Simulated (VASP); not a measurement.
Set up this calculation in VASP 6.6.1, as the native input.

```
Task                   : single point
Functional             : LDA
Potentials or basis    : VASP PAW LDA potentials, release 64 (Na_pv)
Cutoff                 : 520 eV
k mesh                 : 12 × 12 × 7
Occupations            : fermi-dirac, width 0.05 eV
Spin                   : no spin polarisation
Dipole correction      : no
Further INCAR settings : ALGO = Normal; EDIFF = 1e-06; NBANDS = 14
```

The structure of Na lies in POSCAR:

```
Na
1.0
    2.7774043276      0.0000000000      0.0000000000
   -1.3887021638      2.4053027042      0.0000000000
    0.0000000000      0.0000000000      4.4993950107
Na
2
Direct
    0.3333333333      0.6666666667      0.2500000000
    0.6666666667      0.3333333333      0.7500000000
```

This isn't the form of Na at room conditions, which is bcc.

These files were run (other wordings do the same):

INCAR

```
PREC     = Accurate       # precision mode
ENCUT    = 520            # plane-wave cutoff, eV
EDIFF    = 1E-6           # SCF threshold, eV
ISMEAR   = -1             # smearing method
SIGMA    = 0.05           # smearing width, eV
LREAL    = False          # projectors in reciprocal space
LASPH    = True           # aspherical terms in the spheres
NELM     = 80             # most SCF steps
ALGO     = Normal         # electronic algorithm
ISIF     = 2              # what is computed and relaxed
LWAVE    = False          # write WAVECAR
LCHARG   = False          # write CHGCAR
NBANDS   = 14             # bands
```

KPOINTS

```
regular mesh
0
Gamma
  12 12 7
```

Potentials or basis: VASP PAW LDA potentials, release 64 (Na_pv).

Command:

```sh
$ cat potpaw_LDA.64/Na_pv/POTCAR > POTCAR
$ mpirun -np 1 vasp_std > vasp.out
```

It gave:

The pressure is 33.2 GPa. The band gap on the k mesh is zero (bands 7 and 8 overlap by 5.89 eV).

Caveat: the cell stands under pressure.

Wall time 22 s on 1 thread of Intel(R) Xeon(R) Platinum 8259CL CPU @ 2.50GHz (Skylake/Cascade Lake), on a shared host, peak memory 0.14 GiB.
